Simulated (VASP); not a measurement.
The system is Sr.

```xyz
1
Lattice="0.0000 3.0423 3.0423 3.0423 0.0000 3.0423 3.0423 3.0423 0.0000" Properties=species:S:1:pos:R:3 pbc="T T T"
Sr    0.0000    0.0000    0.0000
```

* Program: VASP 6.6.1
* Task: relaxation of cell and atoms
* Functional: LDA
* Potentials or basis: VASP PAW LDA potentials, release 64 (Sr_sv)
* Cutoff: 500 eV
* k mesh: 13 × 13 × 13
* Occupations: fermi-dirac, width 0.05 eV
* Spin: no spin polarisation

At the start: pressure -1.6 GPa; volume 56.32 Å³/atom.

**Question.** Where does the relaxation end?

**Answer.** Over 4 steps the energy falls by 42.8 meV/atom and the volume is 48.59 Å³/atom (-13.7 %); space group Fm-3m (No. 225, to 0.1 Å) before and after.

Step by step:
```csv
step,energy change (eV),largest force (eV/Å),pressure (GPa),volume (Å³)
1,0.0000,0.0000,-1.59,56.32
2,-0.0341,0.0000,-0.82,51.88
3,-0.0427,0.0000,-0.10,48.98
4,-0.0428,0.0000,0.00,48.59
```

Final structure:
```
Sr
1.0
     0.00000    2.89634    2.89634
     2.89634    0.00000    2.89634
     2.89634    2.89634    0.00000
Sr
1
Direct
  0.00000 0.00000 0.00000
```
